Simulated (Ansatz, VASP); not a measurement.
This is a calculation of BAs for VASP 6.6.1.

File INCAR:

```
ALGO = Normal
EDIFF = 1E-6
ENCUT = 520
ISIF = 2
ISMEAR = -1
LASPH = T
LCHARG = T
LELF = T
LREAL = F
LVHAR = T
LWAVE = F
NBANDS = 11
NELM = 60
PREC = Accurate
SIGMA = 0.05
```

Contents of KPOINTS:

```
k-points
0
Gamma
  10 10 10
```

File POSCAR:

```
BAs
1.0
    0.0000000000      2.4043183418      2.4043183418
    2.4043183418      0.0000000000      2.4043183418
    2.4043183418      2.4043183418      0.0000000000
As B
1 1
Direct
    0.7500000000      0.7500000000      0.7500000000
    0.0000000000      0.0000000000      0.0000000000
```

Potentials or basis: VASP PAW LDA potentials, release 64 (As, B).

Launch:

```bash
$ cat potpaw_LDA.64/As/POTCAR potpaw_LDA.64/B/POTCAR > POTCAR
$ mpirun -np 1 vasp_std > vasp.out
```

Translate it to Ansatz 0.2.0. Potentials there: Ansatz PAW.

As run (the cutoff follows the program's own potentials):

input.yaml

```yaml
crystal:
  lattice:
    - [0.0, 2.4043183418, 2.4043183418]
    - [2.4043183418, 0.0, 2.4043183418]
    - [2.4043183418, 2.4043183418, 0.0]
  atoms:
    - { symbol: As, position: [0.75, 0.75, 0.75] }
    - { symbol: B, position: [0.0, 0.0, 0.0] }
hamiltonian:
  xc: lda
  pseudopotentials: { kind: paw }
kpoints:
  mp_grid: { grid: [10, 10, 10] }
scf:
  occupations: { method: fermi_dirac, width: 0.05 }
output:
  forces: true
  stress: true
  eigenvalues: true
```

Potentials or basis: Ansatz PAW.

Run with:

```console
$ ansatz run input.yaml --threads 2 --pin off --max-ram 5120MiB --backend cpu --events-out ev --progress --plain --runs-dir out
```

Both were run:

|  | VASP | Ansatz | Ansatz less VASP |
| --- | --- | --- | --- |
| gap on the k mesh at the Fermi level (eV) | 1.14 | 1.15 | +0.007 |
| least direct gap on the mesh (eV) | 3.22 | 3.23 | +0.004 |
| pressure (GPa) | -5.6 | -6.4 | -0.77 |

LDA's correlation is that of Perdew and Zunger in VASP and of Perdew and Wang (1992) in Ansatz. VASP's potentials hold 8 valence electrons a cell and Ansatz's 18, so a difference there can come from the potentials and not from the codes.
